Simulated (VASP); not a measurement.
# Sc (Fd-3m) in VASP: a series of runs

Runs on Sc. Level: BLYP. Tasks: single point.

All numbers are computed with VASP 6.6.1; they aren't measurements. Logs are shortened: lines on timing, memory, paths and dates and some standing lists are left out, and cuts for length are marked.

## Step 1: The cell of the first run

It takes space group Fd-3m (No. 227, cubic). Conventional cell: a = 6.601 Å, b = 6.601 Å, c = 6.601 Å, α = 90.00°, β = 90.00°, γ = 90.00°. Within 3.8 Å of Sc (site symmetry -43m) lie 4 Sc at 2.86 Å.

This isn't the form of Sc at room conditions, which is hcp.

## Step 2: Single point, BLYP (35.95 Å³/atom)

INCAR

```
PREC = Accurate ; ENCUT = 520
EDIFF = 1E-6 ; ISMEAR = -1
SIGMA = 0.1 ; LREAL = F
LASPH = T ; NELM = 60
ALGO = Normal ; ISIF = 2
LWAVE = F ; LCHARG = F
GGA = B5 ; ALDAX = 1.0
AGGAX = 1.0 ; AGGAC = 1.0
ALDAC = 0.0 ; NBANDS = 18
```

KPOINTS

```
Automatic mesh
0
Gamma
  9 9 9
```

POSCAR

```
Sc
1.0
    0.0000000000      3.3005306829      3.3005306829
    3.3005306829      0.0000000000      3.3005306829
    3.3005306829      3.3005306829      0.0000000000
Sc
2
Direct
    0.1250000000      0.1250000000      0.1250000000
    0.8750000000      0.8750000000      0.8750000000
```

Potentials or basis: VASP PAW PBE potentials, release 64 (Sc_sv).

Command:

```sh
cat potpaw_PBE.64/Sc_sv/POTCAR > POTCAR
mpirun -np 1 vasp_std > vasp.out
```

OUTCAR:

```text
PREC = Accurate
   ENCUT = 520
   EDIFF = 1E-6
   ISMEAR = -1
   LREAL = F
   LASPH = T
   NELM = 60
   ISIF = 2
   GGA = B5

 ion  position               nearest neighbor table
   1  0.125  0.125  0.125-   2 2.86   2 2.86   2 2.86   2 2.86
   2  0.875  0.875  0.875-   1 2.86   1 2.86   1 2.86   1 2.86

  LATTYP: Found a face centered cubic cell.
 ALAT       =     6.6010613658

  Lattice vectors:

 A1 = (   0.0000000000,   3.3005306829,   3.3005306829)
 A2 = (   3.3005306829,   0.0000000000,   3.3005306829)
 A3 = (   3.3005306829,   3.3005306829,   0.0000000000)

Analysis of symmetry for initial positions (statically):
=====================================================================
 Subroutine PRICEL returns:
 Original cell was already a primitive cell.

 Routine SETGRP: Setting up the symmetry group for a
 face centered cubic supercell.

 Subroutine GETGRP returns: Found 48 space group operations
 (whereof 12 operations were pure point group operations)
 out of a pool of 48 trial point group operations.

The static configuration has the point symmetry D_3d.
 The point group associated with its full space group is O_h .

Analysis of symmetry for dynamics (positions and initial velocities):
=====================================================================
 Subroutine PRICEL returns:
 Original cell was already a primitive cell.

 Routine SETGRP: Setting up the symmetry group for a
 face centered cubic supercell.

 Subroutine GETGRP returns: Found 48 space group operations
 (whereof 12 operations were pure point group operations)
 out of a pool of 48 trial point group operations.

The dynamic configuration has the point symmetry D_3d.
 The point group associated with its full space group is O_h .

 Subroutine INISYM returns: Found 48 space group operations
 (whereof 12 operations are pure point group operations),
 and found     1 'primitive' translations

----------------------------------------------------------------------------------------

                                     Primitive cell

  volume of cell :      71.9087

  direct lattice vectors                    reciprocal lattice vectors
     0.000000000  3.300530683  3.300530683    -0.151490790  0.151490790  0.151490790
     3.300530683  0.000000000  3.300530683     0.151490790 -0.151490790  0.151490790
     3.300530683  3.300530683  0.000000000     0.151490790  0.151490790 -0.151490790

  length of vectors
     4.667655255  4.667655255  4.667655255     0.262389745  0.262389745  0.262389745

  position of ions in fractional coordinates (direct lattice)
     0.125000000  0.125000000  0.125000000
     0.875000000  0.875000000  0.875000000

  ion indices of the primitive-cell ions
   primitive index   ion index
                 1           1
                 2           2

----------------------------------------------------------------------------------------

 KPOINTS: Automatic mesh

Automatic generation of k-mesh.
 Grid dimensions read from file:
 generate k-points for:    9    9    9

 Generating k-lattice:

  Cartesian coordinates                     Fractional coordinates (reciprocal lattice)
    -0.016832310  0.016832310  0.016832310     0.111111111  0.000000000  0.000000000
     0.016832310 -0.016832310  0.016832310     0.000000000  0.111111111  0.000000000
     0.016832310  0.016832310 -0.016832310     0.000000000  0.000000000  0.111111111

  Length of vectors
     0.029154416  0.029154416  0.029154416

  Shift w.r.t. Gamma in fractional coordinates (k-lattice)
     0.000000000  0.000000000  0.000000000

 Subroutine IBZKPT returns following result:
 ===========================================

 Found     35 irreducible k-points:

 Following reciprocal coordinates:
            Coordinates               Weight
  0.000000  0.000000  0.000000      1.000000
  0.111111  0.000000  0.000000      8.000000
  0.222222  0.000000  0.000000      8.000000
  0.333333  0.000000  0.000000      8.000000
  0.444444  0.000000  0.000000      8.000000
  0.111111  0.111111  0.000000      6.000000
[... 16 lines left out ...]
 -0.333333  0.333333  0.000000     12.000000
  0.444444  0.444444  0.000000      6.000000
 [... further k-points ...]
   k-points           NKPTS =     35   k-points in BZ     NKDIM =     35   number of bands    NBANDS=     18
   number of dos      NEDOS =    301   number of ions     NIONS =      2
   total plane-waves  NPLWV =  46656
   dimension x,y,z NGX =    36 NGY =   36 NGZ =   36
   dimension x,y,z NGXF=    72 NGYF=   72 NGZF=   72
   ions per type =               2
   NGX,Y,Z   is equivalent  to a cutoff of  12.82, 12.82, 12.82 a.u.
   NGXF,Y,Z  is equivalent  to a cutoff of  25.64, 25.64, 25.64 a.u.
 SYSTEM =  unknown system
   PREC   = accura    normal or accurate (medium, high low for compatibility)
   ISTART =      0    job   : 0-new  1-cont  2-samecut
   ICHARG =      2    charge: 1-file 2-atom 10-const
   ISPIN  =      1    spin polarized calculation?
   LNONCOLLINEAR =      F non collinear calculations
   LSORBIT =      F    spin-orbit coupling
   LASPH  =      T    aspherical Exc in radial PAW
   ENCUT  =  520.0 eV  38.22 Ry    6.18 a.u.   8.68  8.68  8.68*2*pi/ulx,y,z
   NELM   =     60;   NELMIN=  2; NELMDL= -5     # of ELM steps
   EDIFF  = 0.1E-05   stopping-criterion for ELM
   LREAL  =      F    real-space projection
   EDIFFG = 0.1E-04   stopping-criterion for IOM
   NSW    =      0    number of steps for IOM
   IBRION =     -1    ionic relax: 0-MD 1-quasi-New 2-CG
   NFREE  =      0    steps in history (QN), initial steepest desc. (CG)
   ISIF   =      2    stress and relaxation
   ISYM   =      2    0-nonsym 1-usesym 2-fastsym
   POTIM  = 0.5000    time-step for ionic-motion
   TEBEG  =    0.0;   TEEND  =   0.0 temperature during run
   PSTRESS=    0.0 pullay stress
   NELECT =      22.0000    total number of electrons
   NUPDOWN=      -1.0000    fix difference up-down
   EMIN   =  10.00;   EMAX   =-10.00  energy-range for DOS
   EFERMI =   0.00;   METHOD = LEGACY
   ISMEAR =    -1;   SIGMA  =   0.10  broadening in eV -4-tet -1-fermi 0-gaus
   EFERMI_NEDOS =   21; number of points for ismear=-14 and -15
   IALGO  =     38    algorithm
   IMIX   =      4    mixing-type and parameters
     AMIX     =   0.40;   BMIX     =  1.00
     AMIX_MAG =   1.60;   BMIX_MAG =  1.00
  volume/ion in A,a.u.               =      35.95       242.63
  Fermi-wavevector in a.u.,A,eV,Ry     =   1.103118  2.084591 16.556511  1.216869
  Thomas-Fermi vector in A             =   2.239571
   LORBIT       =      0    0 simple, 1 ext, 2 COOP (PROOUT), +10 PAW based schemes
   GGA     = B5    functional components
   LHFCALC =     F    Hartree Fock is set to
   AEXX    =    0.0000 exact exchange contribution
   IVDW    =     0    specifies the selected vdW correction
   LEPSILON=     F    determine dielectric tensor
   LRPA    =     F    only Hartree local field effects (RPA)
 non-spin polarized calculation
  energy-cutoff  :      520.00
  volume of cell :       71.91
 maximum number of plane-waves:      1948
   NGX = 17   NGY = 17   NGZ = 17

 number of electron      21.9999999 magnetization

 Free energy of the ion-electron system (eV)
  ---------------------------------------------------
  ext. energy  EPLUGINS =         0.00000000
  ---------------------------------------------------
  free energy    TOTEN  =        -7.32015376 eV

  energy without entropy =       -7.11324939  energy(sigma->0) =       -7.21670157

 E-fermi :   1.9975     XC(G=0):  -7.6943

 val. band max:        1.9877303670   @ k =   0.4444   0.2222   0.1111
 cond. band min:       1.9986229347   @ k =   0.4444   0.0000   0.0000
 fundamental gap:      0.0108925678
 Fermi energy:         1.9974750674

 k-point     1 :       0.0000    0.0000    0.0000
  band No.  band energies     occupation
      1     -47.7120      2.00000
      2     -47.5244      2.00000
      3     -26.6122      2.00000
      4     -26.6122      2.00000
      5     -26.6122      2.00000
      6     -26.2609      2.00000
[... 10 lines left out ...]
     17       3.5267      0.00000
     18       5.2558      0.00000

 k-point     2 :       0.1111    0.0000    0.0000
  band No.  band energies     occupation
      1     -47.7078      2.00000
      2     -47.5287      2.00000
      3     -26.6173      2.00000
      4     -26.6173      2.00000
      5     -26.6116      2.00000
      6     -26.2625      2.00000
[... 10 lines left out ...]
     17       3.5198      0.00000
     18       5.2452      0.00000

 k-point     3 :       0.2222    0.0000    0.0000
  band No.  band energies     occupation
      1     -47.6962      2.00000
      2     -47.5404      2.00000
      3     -26.6295      2.00000
      4     -26.6295      2.00000
      5     -26.6103      2.00000
      6     -26.2662      2.00000
[... 10 lines left out ...]
     17       3.5705      0.00000
     18       5.2006      0.00000

 k-point     4 :       0.3333    0.0000    0.0000
  band No.  band energies     occupation
      1     -47.6804      2.00000
      2     -47.5563      2.00000
      3     -26.6425      2.00000
      4     -26.6425      2.00000
      5     -26.6092      2.00000
      6     -26.2701      2.00000
[... 10 lines left out ...]
     17       3.7905      0.00000
     18       5.0945      0.00000

 k-point     5 :       0.4444    0.0000    0.0000
  band No.  band energies     occupation
      1     -47.6674      2.00000
      2     -47.5695      2.00000
      3     -26.6506      2.00000
      4     -26.6506      2.00000
      5     -26.6086      2.00000
      6     -26.2725      2.00000
[... 10 lines left out ...]
     17       4.0626      0.00000
     18       4.9446      0.00000

 k-point     6 :       0.1111    0.1111    0.0000
  band No.  band energies     occupation
      1     -47.7064      2.00000
      2     -47.5301      2.00000
      3     -26.6232      2.00000
      4     -26.6232      2.00000
      5     -26.6021      2.00000
      6     -26.2723      2.00000
[... 10 lines left out ...]
     17       3.5515      0.00000
     18       5.1536      0.00000

 k-point     7 :       0.2222    0.1111    0.0000
  band No.  band energies     occupation
      1     -47.6971      2.00000
      2     -47.5395      2.00000
      3     -26.6359      2.00000
      4     -26.6358      2.00000
      5     -26.5934      2.00000
      6     -26.2825      2.00000
[... 10 lines left out ...]
     17       3.6200      0.00000
     18       5.0427      0.00000

 k-point     8 :       0.3333    0.1111    0.0000
  band No.  band energies     occupation
      1     -47.6822      2.00000
      2     -47.5545      2.00000
      3     -26.6514      2.00000
      4     -26.6487      2.00000
      5     -26.5863      2.00000
      6     -26.2913      2.00000
[... 10 lines left out ...]
     17       3.8430      0.00000
     18       4.9088      0.00000
[... 229 lines left out ...]
     17       4.0166      0.00000
     18       4.6326      0.00000

 k-point    20 :       0.3333    0.3333    0.0000
  band No.  band energies     occupation
      1     -47.6653      2.00000
      2     -47.5715      2.00000
      3     -26.6743      2.00000
      4     -26.6743      2.00000
      5     -26.5277      2.00000
      6     -26.3531      2.00000
[... 10 lines left out ...]
     17       4.0220      0.00000
     18       4.4089      0.00000

 k-point    21 :       0.4444    0.3333    0.0000
  band No.  band energies     occupation
      1     -47.6497      2.00000
      2     -47.5873      2.00000
      3     -26.6861      2.00000
      4     -26.6817      2.00000
      5     -26.5025      2.00000
      6     -26.3788      2.00000
[... 10 lines left out ...]
     17       4.1624      0.00000
     18       4.5265      0.00000

 k-point    22 :      -0.4444    0.3333    0.0000
  band No.  band energies     occupation
      1     -47.6365      2.00000
      2     -47.6005      2.00000
      3     -26.6966      2.00000
      4     -26.6807      2.00000
      5     -26.4884      2.00000
      6     -26.3920      2.00000
[... 10 lines left out ...]
     17       4.1158      0.00000
     18       5.0506      0.00000

 k-point    23 :      -0.3333    0.3333    0.0000
  band No.  band energies     occupation
      1     -47.6419      2.00000
      2     -47.5950      2.00000
      3     -26.6990      2.00000
      4     -26.6717      2.00000
      5     -26.5085      2.00000
      6     -26.3706      2.00000
[... 10 lines left out ...]
     17       4.0306      0.00000
     18       4.7650      0.00000

 k-point    24 :       0.4444    0.4444    0.0000
  band No.  band energies     occupation
      1     -47.6348      2.00000
      2     -47.6022      2.00000
      3     -26.6897      2.00000
      4     -26.6897      2.00000
      5     -26.4718      2.00000
      6     -26.4112      2.00000
[... 10 lines left out ...]
     17       4.6363      0.00000
     18       4.6363      0.00000

 [... further k-points ...]
[... 5 lines left out ...]
  --------------------------------------------------------------------------------------
  -------------------------------------------------------------------------------------
  Total        0.3425757      0.3425757      0.3425757      0.0000000      0.0000000     -0.0000000
  in kB        7.6328345      7.6328345      7.6328345      0.0000000      0.0000000     -0.0000000
  external PRESSURE =       7.6328345 kB  Pullay stress =       0.0000000 kB

 VOLUME and BASIS-vectors are now :
 -----------------------------------------------------------------------------
  energy-cutoff  :      520.00
  volume of cell :       71.91
      direct lattice vectors                 reciprocal lattice vectors
     0.000000000  3.300530683  3.300530683    -0.151490790  0.151490790  0.151490790
     3.300530683  0.000000000  3.300530683     0.151490790 -0.151490790  0.151490790
     3.300530683  3.300530683  0.000000000     0.151490790  0.151490790 -0.151490790

 POSITION                                       TOTAL-FORCE (eV/Angst)
 -----------------------------------------------------------------------------------
      0.82513      0.82513      0.82513        -0.000000      0.000000      0.000000
      5.77593      5.77593      5.77593         0.000000     -0.000000     -0.000000
 -----------------------------------------------------------------------------------
    total drift:                                0.000000      0.000000      0.000000

  FREE ENERGIE OF THE ION-ELECTRON SYSTEM (eV)
  ---------------------------------------------------
  free  energy   TOTEN  =        -7.3201537551 eV

  energy  without entropy=       -7.1132493921  energy(sigma->0) =       -7.21670157
```

It took 30 s on 1 thread of Intel Xeon 6975P-C (Granite Rapids), shared host; peak memory 0.21 GiB.

What came out:

```yaml
Free_energy: -7.3202 eV
Pressure: 0.8 GPa
Band_gap_on_the_k_mesh: zero (bands 11 and 12 overlap by 0.60 eV)
```

Caveat: the PAW data sets were made with another functional, which shifts forces and pressure a little.

## Step 3: Single point, BLYP (37.59 Å³/atom)

This run uses another cell than the first one, of 37.59 Å³/atom.

INCAR

```
SYSTEM = Sc
  PREC = Accurate
  ENCUT = 520
  EDIFF = 1E-6
  ISMEAR = -1
  SIGMA = 0.1
  LREAL = .FALSE.
  LASPH = .TRUE.
  NELM = 60
  ALGO = Normal
  ISIF = 2
  LWAVE = .FALSE.
  LCHARG = .TRUE.
  GGA = B5
  ALDAX = 1.0
  AGGAX = 1.0
  AGGAC = 1.0
  ALDAC = 0.0
  LELF = .TRUE.
  LVHAR = .TRUE.
  NBANDS = 18
```

KPOINTS

```
Automatic mesh
0
G
  9 9 9
  0 0 0
```

POSCAR

```
Sc
1.0
    0.0000000000      3.3497995986      3.3497995986
    3.3497995986      0.0000000000      3.3497995986
    3.3497995986      3.3497995986      0.0000000000
Sc
2
Direct
    0.1250000000      0.1250000000      0.1250000000
    0.8750000000      0.8750000000      0.8750000000
```

Potentials or basis: VASP PAW PBE potentials, release 64 (Sc_sv).

Command:

```sh
cat potpaw_PBE.64/Sc_sv/POTCAR > POTCAR
mpirun -np 1 vasp_std > vasp.out
```

Wall time 36 s (1 thread of Intel Xeon 6975P-C (Granite Rapids), shared host); peak memory 0.21 GiB.

It converged, with:

```
Free energy            : -7.3336 eV
Pressure               : 0.5 GPa
Band gap on the k mesh : zero (bands 11 and 12 overlap by 0.64 eV)
```

Levels at points of the mesh, in eV from the Fermi level:
```tsv
k point	band 9	band 10	band 11	band 12	band 13	band 14
(0.00, 0.00, 0.00)	-3.81	0.07	0.07	0.22	0.22	0.22
```

Caveat: the PAW data sets were made with another functional, which shifts forces and pressure a little.
